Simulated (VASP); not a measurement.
# Mo (Pm-3m) in VASP: notebook

Mo is run at these levels: PBE; tasks: single point.

All numbers are computed with VASP 6.6.1; they aren't measurements. Logs are shortened: lines on timing, memory, paths and dates and some standing lists are left out, and cuts for length are marked.

### Step 1. The cell of the first run

Symmetry: Pm-3m, No. 221, cubic system. The conventional cell has a = 2.466 Å, b = 2.466 Å, c = 2.466 Å, α = 90.00°, β = 90.00°, γ = 90.00°. Within 3.3 Å of Mo (site symmetry m-3m) lie 6 Mo at 2.47 Å.

### Step 2. Single point, PBE (volume scaled by 0.85)

The input, INCAR:

```
ALGO = Normal
EDIFF = 1E-6
ENCUT = 520
GGA = PE
ISIF = 2
ISMEAR = -1
LASPH = True
LCHARG = False
LREAL = False
LWAVE = False
NBANDS = 13
NELM = 100
PREC = Accurate
SIGMA = 0.08
```

The input, KPOINTS:

```
k-points
0
Gamma
  16 16 16
```

The input, POSCAR:

```
Mo
1.0
    2.4662854038      0.0000000000      0.0000000000
    0.0000000000      2.4662854038      0.0000000000
    0.0000000000      0.0000000000      2.4662854038
Mo
1
Direct
    0.0000000000      0.0000000000      0.0000000000
```

Potentials or basis: VASP PAW PBE potentials, release 64 (Mo_sv).

Launch:

```bash
> cat potpaw_PBE.64/Mo_sv/POTCAR > POTCAR
> mpirun -np 1 vasp_std > vasp.out
```

OUTCAR:

```text
EDIFF = 1E-6
   ENCUT = 520
   GGA = PE
   ISIF = 2
   ISMEAR = -1
   LASPH = True
   LREAL = False
   NELM = 100
   PREC = Accurate

 ion  position               nearest neighbor table
   1  0.000  0.000  0.000-

  LATTYP: Found a simple cubic cell.
 ALAT       =     2.4662854038

  Lattice vectors:

 A1 = (   2.4662854038,   0.0000000000,   0.0000000000)
 A2 = (   0.0000000000,   2.4662854038,   0.0000000000)
 A3 = (   0.0000000000,   0.0000000000,   2.4662854038)

Analysis of symmetry for initial positions (statically):
=====================================================================
 Subroutine PRICEL returns:
 Original cell was already a primitive cell.

 Routine SETGRP: Setting up the symmetry group for a
 simple cubic supercell.

 Subroutine GETGRP returns: Found 48 space group operations
 (whereof 48 operations were pure point group operations)
 out of a pool of 48 trial point group operations.

The static configuration has the point symmetry O_h .

Analysis of symmetry for dynamics (positions and initial velocities):
=====================================================================
 Subroutine PRICEL returns:
 Original cell was already a primitive cell.

 Routine SETGRP: Setting up the symmetry group for a
 simple cubic supercell.

 Subroutine GETGRP returns: Found 48 space group operations
 (whereof 48 operations were pure point group operations)
 out of a pool of 48 trial point group operations.

The dynamic configuration has the point symmetry O_h .

 Subroutine INISYM returns: Found 48 space group operations
 (whereof 48 operations are pure point group operations),
 and found     1 'primitive' translations

----------------------------------------------------------------------------------------

                                     Primitive cell

  volume of cell :      15.0013

  direct lattice vectors                    reciprocal lattice vectors
     2.466285404  0.000000000  0.000000000     0.405468077  0.000000000  0.000000000
     0.000000000  2.466285404  0.000000000     0.000000000  0.405468077  0.000000000
     0.000000000  0.000000000  2.466285404     0.000000000  0.000000000  0.405468077

  length of vectors
     2.466285404  2.466285404  2.466285404     0.405468077  0.405468077  0.405468077

  position of ions in fractional coordinates (direct lattice)
     0.000000000  0.000000000  0.000000000

  ion indices of the primitive-cell ions
   primitive index   ion index
                 1           1

----------------------------------------------------------------------------------------

 KPOINTS: k-points

Automatic generation of k-mesh.
 Grid dimensions read from file:
 generate k-points for:   16   16   16

 Generating k-lattice:

  Cartesian coordinates                     Fractional coordinates (reciprocal lattice)
     0.025341755  0.000000000  0.000000000     0.062500000  0.000000000  0.000000000
     0.000000000  0.025341755  0.000000000     0.000000000  0.062500000  0.000000000
     0.000000000  0.000000000  0.025341755     0.000000000  0.000000000  0.062500000

  Length of vectors
     0.025341755  0.025341755  0.025341755

  Shift w.r.t. Gamma in fractional coordinates (k-lattice)
     0.000000000  0.000000000  0.000000000

 Subroutine IBZKPT returns following result:
 ===========================================

 Found    165 irreducible k-points:

 Following reciprocal coordinates:
            Coordinates               Weight
  0.000000  0.000000  0.000000      1.000000
  0.062500  0.000000  0.000000      6.000000
  0.125000  0.000000  0.000000      6.000000
  0.187500  0.000000  0.000000      6.000000
  0.250000  0.000000  0.000000      6.000000
  0.312500  0.000000  0.000000      6.000000
[... 16 lines left out ...]
  0.437500  0.125000  0.000000     24.000000
  0.500000  0.125000  0.000000     12.000000
 [... further k-points ...]
   k-points           NKPTS =    165   k-points in BZ     NKDIM =    165   number of bands    NBANDS=     13
   number of dos      NEDOS =    301   number of ions     NIONS =      1
   total plane-waves  NPLWV =   5832
   dimension x,y,z NGX =    18 NGY =   18 NGZ =   18
   dimension x,y,z NGXF=    36 NGYF=   36 NGZF=   36
   ions per type =               1
   NGX,Y,Z   is equivalent  to a cutoff of  12.13, 12.13, 12.13 a.u.
   NGXF,Y,Z  is equivalent  to a cutoff of  24.27, 24.27, 24.27 a.u.
 SYSTEM =  unknown system
   PREC   = accura    normal or accurate (medium, high low for compatibility)
   ISTART =      0    job   : 0-new  1-cont  2-samecut
   ICHARG =      2    charge: 1-file 2-atom 10-const
   ISPIN  =      1    spin polarized calculation?
   LNONCOLLINEAR =      F non collinear calculations
   LSORBIT =      F    spin-orbit coupling
   LASPH  =      T    aspherical Exc in radial PAW
   ENCUT  =  520.0 eV  38.22 Ry    6.18 a.u.   4.59  4.59  4.59*2*pi/ulx,y,z
   NELM   =    100;   NELMIN=  2; NELMDL= -5     # of ELM steps
   EDIFF  = 0.1E-05   stopping-criterion for ELM
   LREAL  =      F    real-space projection
[... 7 lines left out ...]
   TEBEG  =    0.0;   TEEND  =   0.0 temperature during run
   PSTRESS=    0.0 pullay stress
   NELECT =      14.0000    total number of electrons
   NUPDOWN=      -1.0000    fix difference up-down
   EMIN   =  10.00;   EMAX   =-10.00  energy-range for DOS
   EFERMI =   0.00;   METHOD = LEGACY
   ISMEAR =    -1;   SIGMA  =   0.08  broadening in eV -4-tet -1-fermi 0-gaus
   EFERMI_NEDOS =   21; number of points for ismear=-14 and -15
   IALGO  =     38    algorithm
   IMIX   =      4    mixing-type and parameters
     AMIX     =   0.40;   BMIX     =  1.00
     AMIX_MAG =   1.60;   BMIX_MAG =  1.00
  volume/ion in A,a.u.               =      15.00       101.23
  Fermi-wavevector in a.u.,A,eV,Ry     =   1.599831  3.023243 34.823568  2.559460
  Thomas-Fermi vector in A             =   2.697062
   LORBIT       =      0    0 simple, 1 ext, 2 COOP (PROOUT), +10 PAW based schemes
   GGA     = PE    functional components
   LHFCALC =     F    Hartree Fock is set to
   AEXX    =    0.0000 exact exchange contribution
   IVDW    =     0    specifies the selected vdW correction
   LEPSILON=     F    determine dielectric tensor
   LRPA    =     F    only Hartree local field effects (RPA)
 non-spin polarized calculation
  energy-cutoff  :      520.00
  volume of cell :       15.00
 maximum number of plane-waves:       437
   NGX =  9   NGY =  9   NGZ =  9

 number of electron      13.9999994 magnetization

 Free energy of the ion-electron system (eV)
  ---------------------------------------------------
  ext. energy  EPLUGINS =         0.00000000
  ---------------------------------------------------
  free energy    TOTEN  =        -9.47556324 eV

  energy without entropy =       -9.44984550  energy(sigma->0) =       -9.46270437

 E-fermi :  13.0752     XC(G=0): -13.4728

 val. band max:       13.0716795775   @ k =   0.3750   0.2500   0.0000
 cond. band min:      13.0891853901   @ k =   0.4375   0.4375   0.1250
 fundamental gap:      0.0175058127
 Fermi energy:        13.0751610890

 k-point     1 :       0.0000    0.0000    0.0000
  band No.  band energies     occupation
      1     -48.1089      2.00000
      2     -20.9329      2.00000
      3     -20.9329      2.00000
      4     -20.9329      2.00000
      5       6.1751      2.00000
      6       8.0568      2.00000
      7       8.0568      2.00000
      8      17.8893      0.00000
      9      17.8893      0.00000
     10      17.8893      0.00000
     11      30.0286      0.00000
     12      30.0286      0.00000
     13      30.0286      0.00000

 k-point     2 :       0.0625    0.0000    0.0000
  band No.  band energies     occupation
      1     -48.0960      2.00000
      2     -21.0306      2.00000
      3     -20.9246      2.00000
      4     -20.9246      2.00000
      5       6.3157      2.00000
      6       8.0938      2.00000
      7       8.2349      2.00000
      8      17.6658      0.00000
      9      17.6658      0.00000
     10      17.9050      0.00000
     11      29.3551      0.00000
     12      30.3250      0.00000
     13      30.3250      0.00000

 k-point     3 :       0.1250    0.0000    0.0000
  band No.  band energies     occupation
      1     -48.0591      2.00000
      2     -21.3038      2.00000
      3     -20.9008      2.00000
      4     -20.9008      2.00000
      5       6.6814      2.00000
      6       8.2007      2.00000
      7       8.7878      2.00000
      8      17.0796      0.00000
      9      17.0796      0.00000
     10      17.9499      0.00000
     11      27.8769      0.00000
     12      31.1159      0.00000
     13      31.1159      0.00000

 k-point     4 :       0.1875    0.0000    0.0000
  band No.  band energies     occupation
      1     -48.0033      2.00000
      2     -21.6992      2.00000
      3     -20.8650      2.00000
      4     -20.8650      2.00000
      5       7.1658      2.00000
      6       8.3658      2.00000
      7       9.7106      2.00000
      8      16.3081      0.00000
      9      16.3081      0.00000
     10      18.0178      0.00000
     11      26.2701      0.00000
     12      32.1923      0.00000
     13      32.1923      0.00000

 k-point     5 :       0.2500    0.0000    0.0000
  band No.  band energies     occupation
      1     -47.9366      2.00000
      2     -22.1472      2.00000
      3     -20.8226      2.00000
      4     -20.8226      2.00000
      5       7.7062      2.00000
      6       8.5692      2.00000
      7      10.8766      2.00000
      8      15.5129      0.00000
      9      15.5129      0.00000
     10      18.0992      0.00000
     11      24.8913      0.00000
     12      30.9512      0.00000
     13      33.3612      0.00000
[... 257 lines left out ...]
 k-point    22 :       0.3750    0.1250    0.0000
  band No.  band energies     occupation
      1     -47.7627      2.00000
      2     -22.8819      2.00000
      3     -21.0933      2.00000
      4     -20.7128      2.00000
      5       9.0439      2.00000
      6       9.7532      2.00000
      7      11.6074      2.00000
      8      14.3683      0.00000
      9      15.2529      0.00000
     10      17.5541      0.00000
     11      24.0533      0.00000
     12      29.3751      0.00000
     13      32.6102      0.00000

 k-point    23 :       0.4375    0.1250    0.0000
  band No.  band energies     occupation
      1     -47.7236      2.00000
      2     -23.1102      2.00000
      3     -21.0662      2.00000
      4     -20.6885      2.00000
      5       9.3253      2.00000
      6      10.1203      2.00000
      7      11.2464      2.00000
      8      14.0295      0.00001
      9      15.7744      0.00000
     10      17.6126      0.00000
     11      24.0463      0.00000
     12      28.8123      0.00000
     13      33.1601      0.00000

 k-point    24 :       0.5000    0.1250    0.0000
  band No.  band energies     occupation
      1     -47.7098      2.00000
      2     -23.1894      2.00000
      3     -21.0566      2.00000
      4     -20.6799      2.00000
      5       9.4161      2.00000
      6      10.3794      2.00000
      7      10.9812      2.00000
      8      13.9141      0.00006
      9      15.9562      0.00000
     10      17.6334      0.00000
     11      24.1610      0.00000
     12      28.6117      0.00000
     13      33.4344      0.00000

 [... further k-points ...]
[... 5 lines left out ...]
  --------------------------------------------------------------------------------------
  -------------------------------------------------------------------------------------
  Total        4.0664712      4.0664712      4.0664712     -0.0000000     -0.0000000      0.0000000
  in kB      434.3084555    434.3084555    434.3084555     -0.0000000     -0.0000000      0.0000000
  external PRESSURE =     434.3084555 kB  Pullay stress =       0.0000000 kB

 VOLUME and BASIS-vectors are now :
 -----------------------------------------------------------------------------
  energy-cutoff  :      520.00
  volume of cell :       15.00
      direct lattice vectors                 reciprocal lattice vectors
     2.466285404  0.000000000  0.000000000     0.405468077  0.000000000  0.000000000
     0.000000000  2.466285404  0.000000000     0.000000000  0.405468077  0.000000000
     0.000000000  0.000000000  2.466285404     0.000000000  0.000000000  0.405468077

 POSITION                                       TOTAL-FORCE (eV/Angst)
 -----------------------------------------------------------------------------------
      0.00000      0.00000      0.00000         0.000000      0.000000      0.000000
 -----------------------------------------------------------------------------------
    total drift:                                0.000000      0.000000      0.000000

  FREE ENERGIE OF THE ION-ELECTRON SYSTEM (eV)
  ---------------------------------------------------
  free  energy   TOTEN  =        -9.4755632398 eV

  energy  without entropy=       -9.4498455049  energy(sigma->0) =       -9.46270437
```

It took 7.4 s on 1 thread of Intel Xeon 6975P-C (Granite Rapids), shared host; peak memory 0.13 GiB.

What came out:

| Property | Result |
| --- | --- |
| Free energy | -9.4756 eV |
| Pressure | 43.4 GPa |
| Band gap on the k mesh | zero (band 7 reaches 14.86 eV, above the bottom of band 8 at 11.98 eV) |

Levels at points of the mesh, in eV from the Fermi level:
```
           k point  band 5  band 6  band 7  band 8  band 9  band 10
(0.00, 0.00, 0.00)   -6.90   -5.02   -5.02    4.81    4.81     4.81
(0.50, 0.00, 0.00)   -3.92   -3.67    0.32    0.72    0.72     5.24
(0.50, 0.50, 0.00)   -6.56   -2.47    1.57    1.57    6.82     6.82
(0.50, 0.50, 0.50)   -4.64   -4.64   -4.64    7.37    7.92     7.92
```

(Continued in part 2 of 2.)
